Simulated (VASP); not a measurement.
# Cu (P2_1/m) in VASP: single point with PBEsol

Aim: the single point of Cu with PBEsol.

Everything below comes from runs of VASP 6.6.1. Logs are shortened: lines on timing, memory, paths and dates and some standing lists are left out, and cuts for length are marked.

### 1 The cell of the first run

Symmetry: P2_1/m, No. 11, monoclinic system. Conventional cell: a = 2.556 Å, b = 3.615 Å, c = 10.260 Å, α = 90.00°, β = 94.76°, γ = 90.00°. Within 3.1 Å of Cu (site symmetry m) lie 13 Cu at 2.25 to 3.07 Å. Cu (site symmetry m) has 13 Cu at 2.56 to 3.07 Å within 3.4 Å. Cu (site symmetry m) has 12 Cu at 2.56 Å within 3.4 Å. Cu (site symmetry m) has 12 Cu at 2.56 Å within 3.4 Å.

### 2 Single point, PBEsol (the part above a cut slid along it)

Input file INCAR:

```
SYSTEM = Cu
ALGO = Fast
EDIFF = 1E-6
ENCUT = 520
GGA = PS
ISIF = 2
ISMEAR = 0
LASPH = .TRUE.
LCHARG = .FALSE.
LREAL = .FALSE.
LWAVE = .FALSE.
NBANDS = 54
NELM = 80
PREC = Accurate
SIGMA = 0.15
```

Input file KPOINTS:

```
k-points
0
G
  13 18 5
  0 0 0
```

Input file POSCAR:

```
Cu
1.0
    3.6150000000      0.0000000000      0.0000000000
    0.0000000000      1.8075000000     -1.8075000000
    0.0000000000      7.8325000000      6.6275000000
Cu
8
Direct
    0.0000000000     -0.3125000000      0.9375000000
    0.5000000000      0.4791666667      0.0625000000
    0.0000000000     -0.0625000000      0.1875000000
    0.5000000000      0.3958333333      0.3125000000
    0.0000000000     -0.1458333333      0.4375000000
    0.5000000000      0.3125000000      0.5625000000
    0.0000000000     -0.2291666667      0.6875000000
    0.5000000000      0.2291666667      0.8125000000
```

Potentials or basis: VASP PAW PBE potentials, release 64 (Cu).

Command:

```sh
> cat potpaw_PBE.64/Cu/POTCAR > POTCAR
> mpirun -np 1 vasp_std > vasp.out
```

OUTCAR:

```text
SYSTEM = Cu
   EDIFF = 1E-6
   ENCUT = 520
   GGA = PS
   ISIF = 2
   ISMEAR = 0
   LASPH = .TRUE.
   LREAL = .FALSE.
   NELM = 80
   PREC = Accurate

 ion  position               nearest neighbor table
   1  0.000  0.688  0.938-   2 2.25   2 2.25   8 2.56   8 2.56   7 2.56   8 2.56   8 2.56   3 2.69

   2  0.500  0.479  0.062-   1 2.25   1 2.25   3 2.56   3 2.56   4 2.56   3 2.56   3 2.56   8 2.69

   3  0.000  0.938  0.188-   2 2.56   4 2.56   2 2.56   4 2.56   5 2.56   2 2.56   2 2.56   4 2.56
                             4 2.56   1 2.69
   4  0.500  0.396  0.312-   5 2.56   5 2.56   3 2.56   3 2.56   6 2.56   2 2.56   3 2.56   3 2.56
                             5 2.56   5 2.56
   5  0.000  0.854  0.438-   4 2.56   4 2.56   6 2.56   6 2.56   3 2.56   7 2.56   6 2.56   6 2.56
                             4 2.56   4 2.56
   6  0.500  0.312  0.562-   5 2.56   7 2.56   5 2.56   7 2.56   4 2.56   8 2.56   5 2.56   5 2.56
                             7 2.56   7 2.56
   7  0.000  0.771  0.688-   8 2.56   8 2.56   6 2.56   6 2.56   1 2.56   5 2.56   6 2.56   6 2.56
                             8 2.56   8 2.56
   8  0.500  0.229  0.812-   7 2.56   7 2.56   1 2.56   1 2.56   6 2.56   1 2.56   1 2.56   7 2.56
                             7 2.56   2 2.69

  LATTYP: Found a simple monoclinic cell.
 ALAT       =     2.5561910140
 B/A-ratio  =     1.4142135624
 C/A-ratio  =     4.0138648596
 COS(beta)  =    -0.0830454799

  Lattice vectors:

 A1 = (   0.0000000000,   1.8075000000,  -1.8075000000)
 A2 = (   3.6150000000,   0.0000000000,   0.0000000000)
 A3 = (   0.0000000000,  -7.8325000000,  -6.6275000000)

Analysis of symmetry for initial positions (statically):
=====================================================================
 Subroutine PRICEL returns:
 Original cell was already a primitive cell.

 Routine SETGRP: Setting up the symmetry group for a
 simple monoclinic supercell.

 Subroutine GETGRP returns: Found  4 space group operations
 (whereof  2 operations were pure point group operations)
 out of a pool of  4 trial point group operations.

The static configuration has the point symmetry C_1h.
 The point group associated with its full space group is C_2h.

Analysis of symmetry for dynamics (positions and initial velocities):
=====================================================================
 Subroutine PRICEL returns:
 Original cell was already a primitive cell.

 Routine SETGRP: Setting up the symmetry group for a
 simple monoclinic supercell.

 Subroutine GETGRP returns: Found  4 space group operations
 (whereof  2 operations were pure point group operations)
[... 125 lines left out ...]
   PSTRESS=    0.0 pullay stress
   NELECT =      88.0000    total number of electrons
   NUPDOWN=      -1.0000    fix difference up-down
   EMIN   =  10.00;   EMAX   =-10.00  energy-range for DOS
   EFERMI =   0.00;   METHOD = LEGACY
   ISMEAR =     0;   SIGMA  =   0.15  broadening in eV -4-tet -1-fermi 0-gaus
   EFERMI_NEDOS =   21; number of points for ismear=-14 and -15
   IALGO  =     68    algorithm
   IMIX   =      4    mixing-type and parameters
     AMIX     =   0.40;   BMIX     =  1.00
     AMIX_MAG =   1.60;   BMIX_MAG =  1.00
  volume/ion in A,a.u.               =      11.81        79.70
  Fermi-wavevector in a.u.,A,eV,Ry     =   1.598763  3.021224 34.777078  2.556043
  Thomas-Fermi vector in A             =   2.696162
   LORBIT       =      0    0 simple, 1 ext, 2 COOP (PROOUT), +10 PAW based schemes
   GGA     = PS    functional components
   LHFCALC =     F    Hartree Fock is set to
   AEXX    =    0.0000 exact exchange contribution
   IVDW    =     0    specifies the selected vdW correction
   LEPSILON=     F    determine dielectric tensor
   LRPA    =     F    only Hartree local field effects (RPA)
 non-spin polarized calculation
 RMM-DIIS sequential band-by-band and
 Gauss-broadening in eV      SIGMA  =   0.15
  energy-cutoff  :      520.00
  volume of cell :       94.48
 maximum number of plane-waves:      2567
 NGX is ok and might be reduce to    28
   NGX = 13   NGY =  9   NGZ = 39

 number of electron      87.9999877 magnetization

 Free energy of the ion-electron system (eV)
  ---------------------------------------------------
  ext. energy  EPLUGINS =         0.00000000
  ---------------------------------------------------
  free energy    TOTEN  =       -34.02726585 eV

  energy without entropy =      -34.00299409  energy(sigma->0) =      -34.01512997

 E-fermi :   7.3872     XC(G=0): -12.9021

 val. band max:        7.3861177534   @ k =   0.3846   0.3333   0.4000
 cond. band min:       7.3919501867   @ k =   0.0000   0.3889   0.4000
 fundamental gap:      0.0058324333
 Fermi energy:         7.3871937824

 k-point     1 :       0.0000    0.0000    0.0000
  band No.  band energies     occupation
      1      -1.9839      2.00000
      2      -0.5246      2.00000
      3      -0.5125      2.00000
      4       2.4758      2.00000
      5       2.6499      2.00000
      6       2.6758      2.00000
[... 1357 lines left out ...]
     53      16.4485      0.00000
     54      17.0038      0.00000

 [... further k-points ...]

------------------------ aborting loop because EDIFF is reached ----------------------------------------

  FORCE on cell =-STRESS in cart. coord.  units (eV):
  Direction    XX          YY          ZZ          XY          YZ          ZX
  --------------------------------------------------------------------------------------
  -------------------------------------------------------------------------------------
  Total       -0.1285994     -3.9153172     -2.6436312      0.0000000      0.3752195      0.0000000
  in kB       -2.1806932    -66.3930516    -44.8287419      0.0000000      6.3626954      0.0000000
  external PRESSURE =     -37.8008289 kB  Pullay stress =       0.0000000 kB

 VOLUME and BASIS-vectors are now :
 -----------------------------------------------------------------------------
  energy-cutoff  :      520.00
  volume of cell :       94.48
      direct lattice vectors                 reciprocal lattice vectors
     3.615000000  0.000000000  0.000000000     0.276625173  0.000000000  0.000000000
     0.000000000  1.807500000 -1.807500000     0.000000000  0.253573075 -0.299677271
     0.000000000  7.832500000  6.627500000     0.000000000  0.069156293  0.069156293

 POSITION                                       TOTAL-FORCE (eV/Angst)
 -----------------------------------------------------------------------------------
      0.00000      8.58563      4.97063         0.000000     -0.216960     -1.113178
      1.80750      1.35563     -0.45188         0.000000      0.216960      1.113178
      0.00000      3.16312     -0.45188         0.000000     -0.107261     -0.145247
      1.80750      3.16312      1.35563         0.000000      0.010398      0.005279
      0.00000      4.97063      1.35562         0.000000      0.005285     -0.003385
      1.80750      4.97063      3.16312         0.000000     -0.005285      0.003385
      0.00000      6.77812      3.16313         0.000000     -0.010398     -0.005279
      1.80750      6.77813      4.97062         0.000000      0.107261      0.145247
 -----------------------------------------------------------------------------------
    total drift:                                0.000000      0.000042     -0.000022

  FREE ENERGIE OF THE ION-ELECTRON SYSTEM (eV)
  ---------------------------------------------------
  free  energy   TOTEN  =       -34.0272658460 eV

  energy  without entropy=      -34.0029940868  energy(sigma->0) =      -34.01512997
```

OSZICAR:

```text
N       E                     dE             d eps       ncg     rms          rms(c)
DAV:   1     0.818189281121E+03    0.81819E+03   -0.37313E+04 34888   0.292E+03
DAV:   2     0.773834170297E+02   -0.74081E+03   -0.72068E+03 34776   0.516E+02
DAV:   3    -0.375286184321E+02   -0.11491E+03   -0.10766E+03 35300   0.248E+02
DAV:   4    -0.425087385515E+02   -0.49801E+01   -0.49224E+01 38924   0.732E+01
DAV:   5    -0.425872758454E+02   -0.78537E-01   -0.78508E-01 40022   0.995E+00    0.236E+01
RMM:   6    -0.369322248022E+02    0.56551E+01   -0.85174E+01 36793   0.108E+02    0.126E+01
RMM:   7    -0.340210928174E+02    0.29111E+01   -0.17469E+01 36102   0.526E+01    0.212E+00
RMM:   8    -0.340406835508E+02   -0.19591E-01   -0.83141E-01 38800   0.581E+00    0.128E+00
RMM:   9    -0.340235494670E+02    0.17134E-01   -0.23485E-01 38720   0.428E+00    0.319E-01
RMM:  10    -0.340256382058E+02   -0.20887E-02   -0.65721E-02 40555   0.219E+00    0.133E-01
RMM:  11    -0.340270862706E+02   -0.14481E-02   -0.17621E-02 41260   0.704E-01    0.861E-02
RMM:  12    -0.340271847294E+02   -0.98459E-04   -0.28132E-03 39276   0.529E-01    0.866E-02
RMM:  13    -0.340272648982E+02   -0.80169E-04   -0.14695E-03 47949   0.192E-01    0.308E-02
RMM:  14    -0.340272617606E+02    0.31376E-05   -0.18110E-04 41262   0.101E-01    0.719E-03
RMM:  15    -0.340272657523E+02   -0.39917E-05   -0.37242E-05 44150   0.392E-02    0.879E-03
RMM:  16    -0.340272658460E+02   -0.93776E-07   -0.59656E-06 30421   0.199E-02
   1 F= -.34027266E+02 E0= -.34015130E+02  d E =-.242718E-01
```

It took 61 min on 1 thread of Oxide Virtual Turin-like, shared host; peak memory 0.99 GiB.

What came out:

```
Free energy            : -34.0273 eV
Pressure               : -3.8 GPa
Largest force          : 1.134 eV/Å
Band gap on the k mesh : zero (bands 44 and 45 overlap by 3.27 eV)
```

Forces in eV/Å, atoms in the order of the input:
```
Cu   0.000 -0.217 -1.113
Cu   0.000  0.217  1.113
Cu   0.000 -0.107 -0.145
Cu   0.000  0.010  0.005
Cu   0.000  0.005 -0.003
Cu   0.000 -0.005  0.003
Cu   0.000 -0.010 -0.005
Cu   0.000  0.107  0.145
```

Caveat: the cell differs from its parent crystal (the part above a cut slid along it); the stress differs along the axes, from -7 to -0 GPa; the PAW data sets were made with another functional, which shifts forces and pressure a little.
